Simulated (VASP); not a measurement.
# Ag (Fm-3m) in VASP: notebook

Ag is run at these levels: PBE; tasks: single point.

Everything below comes from runs of VASP 6.6.1. Logs are shortened: lines on timing, memory, paths and dates and some standing lists are left out, and cuts for length are marked.

**1. The cell of the first run**

It takes space group Fm-3m (No. 225, cubic). The conventional cell has a = 4.071 Å, b = 4.071 Å, c = 4.071 Å, α = 90.00°, β = 90.00°, γ = 90.00°. Ag (site symmetry m-3m) has 12 Ag at 2.88 Å within 3.8 Å.

**2. Single point, PBE**

File INCAR:

```
SYSTEM = Ag
ALGO = Normal
EDIFF = 1E-7
ENCUT = 520
GGA = PE
ISIF = 2
ISMEAR = 1
LASPH = .True.
LCHARG = .False.
LREAL = .False.
LWAVE = .False.
NBANDS = 12
NELM = 80
PREC = Accurate
SIGMA = 0.05
```

File KPOINTS:

```
k-points
0
Gamma
  12 12 12
  0 0 0
```

File POSCAR:

```
Ag
1.0
    2.8785922891      0.0000000000      0.0000000000
    1.4392961446      2.4929340495      0.0000000000
    1.4392961446      0.8309780165      2.3503607620
Ag
1
Direct
    0.0000000000      0.0000000000      0.0000000000
```

Potentials or basis: VASP PAW PBE potentials, release 64 (Ag).

The run is started by

```
$ cat potpaw_PBE.64/Ag/POTCAR > POTCAR
$ mpirun -np 1 vasp_std > vasp.out
```

OUTCAR:

```text
SYSTEM = Ag
   EDIFF = 1E-7
   ENCUT = 520
   GGA = PE
   ISIF = 2
   ISMEAR = 1
   LASPH = .True.
   LREAL = .False.
   NELM = 80
   PREC = Accurate

 ion  position               nearest neighbor table
   1  0.000  0.000  0.000-

  LATTYP: Found a face centered cubic cell.
 ALAT       =     4.0709442558

  Lattice vectors:

 A1 = (   2.8785922891,   0.0000000000,   0.0000000000)
 A2 = (   1.4392961446,   2.4929340495,   0.0000000000)
 A3 = (   1.4392961446,   0.8309780165,   2.3503607620)

Analysis of symmetry for initial positions (statically):
=====================================================================
 Subroutine PRICEL returns:
 Original cell was already a primitive cell.

 Routine SETGRP: Setting up the symmetry group for a
 face centered cubic supercell.

 Subroutine GETGRP returns: Found 48 space group operations
 (whereof 48 operations were pure point group operations)
 out of a pool of 48 trial point group operations.

The static configuration has the point symmetry O_h .

Analysis of symmetry for dynamics (positions and initial velocities):
=====================================================================
 Subroutine PRICEL returns:
 Original cell was already a primitive cell.

 Routine SETGRP: Setting up the symmetry group for a
 face centered cubic supercell.

 Subroutine GETGRP returns: Found 48 space group operations
 (whereof 48 operations were pure point group operations)
 out of a pool of 48 trial point group operations.

The dynamic configuration has the point symmetry O_h .

 Subroutine INISYM returns: Found 48 space group operations
 (whereof 48 operations are pure point group operations),
 and found     1 'primitive' translations

----------------------------------------------------------------------------------------

                                     Primitive cell

  volume of cell :      16.8665

  direct lattice vectors                    reciprocal lattice vectors
     2.878592289  0.000000000  0.000000000     0.347392023 -0.200566878 -0.141822200
     1.439296145  2.492934050  0.000000000     0.000000000  0.401133757 -0.141822200
     1.439296145  0.830978017  2.350360762     0.000000000  0.000000000  0.425466599

  length of vectors
     2.878592289  2.878592289  2.878592289     0.425466599  0.425466599  0.425466599

  position of ions in fractional coordinates (direct lattice)
     0.000000000  0.000000000  0.000000000

  ion indices of the primitive-cell ions
   primitive index   ion index
                 1           1

----------------------------------------------------------------------------------------

 KPOINTS: k-points

Automatic generation of k-mesh.
 Grid dimensions read from file:
 generate k-points for:   12   12   12

 Generating k-lattice:

  Cartesian coordinates                     Fractional coordinates (reciprocal lattice)
     0.028949335 -0.016713907 -0.011818517     0.083333333 -0.000000000 -0.000000000
     0.000000000  0.033427813 -0.011818517     0.000000000  0.083333333  0.000000000
     0.000000000  0.000000000  0.035455550     0.000000000  0.000000000  0.083333333

  Length of vectors
     0.035455550  0.035455550  0.035455550

  Shift w.r.t. Gamma in fractional coordinates (k-lattice)
     0.000000000  0.000000000  0.000000000

 Subroutine IBZKPT returns following result:
 ===========================================

 Found     72 irreducible k-points:

 Following reciprocal coordinates:
            Coordinates               Weight
  0.000000  0.000000  0.000000      1.000000
  0.083333  0.000000 -0.000000      8.000000
  0.166667  0.000000 -0.000000      8.000000
  0.250000  0.000000  0.000000      8.000000
  0.333333  0.000000 -0.000000      8.000000
  0.416667  0.000000  0.000000      8.000000
[... 16 lines left out ...]
  0.500000  0.166667  0.000000     24.000000
 -0.416667  0.166667  0.000000     24.000000
 [... further k-points ...]
   k-points           NKPTS =     72   k-points in BZ     NKDIM =     72   number of bands    NBANDS=     12
   number of dos      NEDOS =    301   number of ions     NIONS =      1
   total plane-waves  NPLWV =  13824
   dimension x,y,z NGX =    24 NGY =   24 NGZ =   24
   dimension x,y,z NGXF=    48 NGYF=   48 NGZF=   48
   ions per type =               1
   NGX,Y,Z   is equivalent  to a cutoff of  13.86, 13.86, 13.86 a.u.
   NGXF,Y,Z  is equivalent  to a cutoff of  27.72, 27.72, 27.72 a.u.
 SYSTEM =  Ag
   PREC   = accura    normal or accurate (medium, high low for compatibility)
   ISTART =      0    job   : 0-new  1-cont  2-samecut
   ICHARG =      2    charge: 1-file 2-atom 10-const
   ISPIN  =      1    spin polarized calculation?
   LNONCOLLINEAR =      F non collinear calculations
   LSORBIT =      F    spin-orbit coupling
   LASPH  =      T    aspherical Exc in radial PAW
   ENCUT  =  520.0 eV  38.22 Ry    6.18 a.u.   5.35  5.35  5.35*2*pi/ulx,y,z
   NELM   =     80;   NELMIN=  2; NELMDL= -5     # of ELM steps
   EDIFF  = 0.1E-06   stopping-criterion for ELM
   LREAL  =      F    real-space projection
   EDIFFG = 0.1E-05   stopping-criterion for IOM
   NSW    =      0    number of steps for IOM
   IBRION =     -1    ionic relax: 0-MD 1-quasi-New 2-CG
   NFREE  =      0    steps in history (QN), initial steepest desc. (CG)
   ISIF   =      2    stress and relaxation
   ISYM   =      2    0-nonsym 1-usesym 2-fastsym
   POTIM  = 0.5000    time-step for ionic-motion
   TEBEG  =    0.0;   TEEND  =   0.0 temperature during run
   PSTRESS=    0.0 pullay stress
   NELECT =      11.0000    total number of electrons
   NUPDOWN=      -1.0000    fix difference up-down
   EMIN   =  10.00;   EMAX   =-10.00  energy-range for DOS
   EFERMI =   0.00;   METHOD = LEGACY
   ISMEAR =     1;   SIGMA  =   0.05  broadening in eV -4-tet -1-fermi 0-gaus
   EFERMI_NEDOS =   21; number of points for ismear=-14 and -15
   IALGO  =     38    algorithm
   IMIX   =      4    mixing-type and parameters
     AMIX     =   0.40;   BMIX     =  1.00
     AMIX_MAG =   1.60;   BMIX_MAG =  1.00
  volume/ion in A,a.u.               =      16.87       113.82
  Fermi-wavevector in a.u.,A,eV,Ry     =   1.419702  2.682848 27.423279  2.015554
  Thomas-Fermi vector in A             =   2.540695
   LORBIT       =      0    0 simple, 1 ext, 2 COOP (PROOUT), +10 PAW based schemes
   GGA     = PE    functional components
   LHFCALC =     F    Hartree Fock is set to
   AEXX    =    0.0000 exact exchange contribution
   IVDW    =     0    specifies the selected vdW correction
   LEPSILON=     F    determine dielectric tensor
   LRPA    =     F    only Hartree local field effects (RPA)
 non-spin polarized calculation
 Methfessel and Paxton  Order N= 1 SIGMA  =   0.05
  energy-cutoff  :      520.00
  volume of cell :       16.87
 maximum number of plane-waves:       465
 NGX is ok and might be reduce to    24
   NGX = 11   NGY = 11   NGZ = 11

 number of electron      11.0000000 magnetization

 Free energy of the ion-electron system (eV)
  ---------------------------------------------------
  ext. energy  EPLUGINS =         0.00000000
  ---------------------------------------------------
  free energy    TOTEN  =        -2.69529874 eV

  energy without entropy =       -2.69523233  energy(sigma->0) =       -2.69527660

 E-fermi :   8.5594     XC(G=0): -12.2753

 val. band max:        8.5505429187   @ k =   0.5000   0.0833  -0.0000
 cond. band min:       8.6042652072   @ k =   0.5000   0.2500   0.0833
 fundamental gap:      0.0537222885
 Fermi energy:         8.5594421791

 k-point     1 :       0.0000    0.0000    0.0000
  band No.  band energies     occupation
      1       0.7334      2.00000
      2       3.7342      2.00000
      3       3.7342      2.00000
      4       3.7342      2.00000
      5       4.7887      2.00000
      6       4.7887      2.00000
      7      24.6292      0.00000
      8      28.2723      0.00000
      9      28.2723      0.00000
     10      28.2723      0.00000
     11      33.1036      0.00000
     12      34.3188      0.00000

 k-point     2 :       0.0833    0.0000   -0.0000
  band No.  band energies     occupation
      1       0.9506      2.00000
      2       3.6857      2.00000
      3       3.7935      2.00000
      4       3.7935      2.00000
      5       4.7670      2.00000
      6       4.7670      2.00000
      7      24.6337      0.00000
      8      26.6794      0.00000
      9      28.3668      0.00000
     10      28.3668      0.00000
     11      32.8764      0.00000
     12      34.0259      0.00000

 k-point     3 :       0.1667    0.0000   -0.0000
  band No.  band energies     occupation
      1       1.5350      2.00000
      2       3.6293      2.00000
      3       3.9126      2.00000
      4       3.9126      2.00000
      5       4.7607      2.00000
      6       4.7607      2.00000
      7      22.9619      0.00000
      8      25.5438      0.00000
      9      28.5273      0.00000
     10      28.5273      0.00000
     11      31.6393      0.00000
     12      33.0614      0.00000
[... 286 lines left out ...]
 k-point    23 :       0.5000    0.1667    0.0000
  band No.  band energies     occupation
      1       2.5193      2.00000
      2       3.4720      2.00000
      3       4.1294      2.00000
      4       4.4060      2.00000
      5       5.6266      2.00000
      6       9.1747     -0.00000
      7      13.3479      0.00000
      8      22.1818      0.00000
      9      24.0800      0.00000
     10      25.0812      0.00000
     11      33.6779      0.00000
     12      33.7551      0.00000

 k-point    24 :      -0.4167    0.1667    0.0000
  band No.  band energies     occupation
      1       2.5574      2.00000
      2       3.4683      2.00000
      3       4.0832      2.00000
      4       4.5559      2.00000
      5       5.4595      2.00000
      6       9.7512      0.00000
      7      12.7301      0.00000
      8      21.4124      0.00000
      9      25.0108      0.00000
     10      25.0261      0.00000
     11      33.1314      0.00000
     12      33.3793      0.00000

 [... further k-points ...]
[... 5 lines left out ...]
  --------------------------------------------------------------------------------------
  -------------------------------------------------------------------------------------
  Total        0.6144126      0.6144126      0.6144126      0.0000000     -0.0000000      0.0000000
  in kB       58.3640198     58.3640198     58.3640198      0.0000000     -0.0000000      0.0000000
  external PRESSURE =      58.3640198 kB  Pullay stress =       0.0000000 kB

 VOLUME and BASIS-vectors are now :
 -----------------------------------------------------------------------------
  energy-cutoff  :      520.00
  volume of cell :       16.87
      direct lattice vectors                 reciprocal lattice vectors
     2.878592289  0.000000000  0.000000000     0.347392023 -0.200566878 -0.141822200
     1.439296145  2.492934050  0.000000000     0.000000000  0.401133757 -0.141822200
     1.439296145  0.830978017  2.350360762     0.000000000  0.000000000  0.425466599

 POSITION                                       TOTAL-FORCE (eV/Angst)
 -----------------------------------------------------------------------------------
      0.00000      0.00000      0.00000         0.000000      0.000000      0.000000
 -----------------------------------------------------------------------------------
    total drift:                                0.000000     -0.000000     -0.000000

  FREE ENERGIE OF THE ION-ELECTRON SYSTEM (eV)
  ---------------------------------------------------
  free  energy   TOTEN  =        -2.6952987376 eV

  energy  without entropy=       -2.6952323276  energy(sigma->0) =       -2.69527660
```

Run time: 25 s. Hardware: 1 thread of AMD EPYC 7R13, shared host; peak memory 0.12 GiB.

What came out:

* Free energy: -2.6953 eV
* Pressure: 5.8 GPa
* Band gap on the k mesh: zero (an odd number of electrons rules out a gap without spin polarisation)

Levels at points of the mesh, in eV from the Fermi level:
```tsv
k point	band 4	band 5	band 6	band 7	band 8	band 9
(0.00, 0.00, 0.00)	-4.83	-3.77	-3.77	16.07	19.71	19.71
(0.50, 0.00, 0.00)	-2.96	-2.96	-0.41	3.69	15.30	18.01
(0.50, 0.50, 0.00)	-2.75	-2.75	1.62	6.85	10.74	10.74
```

Caveat: the cell stands under pressure.

[end of part 1 of 2]
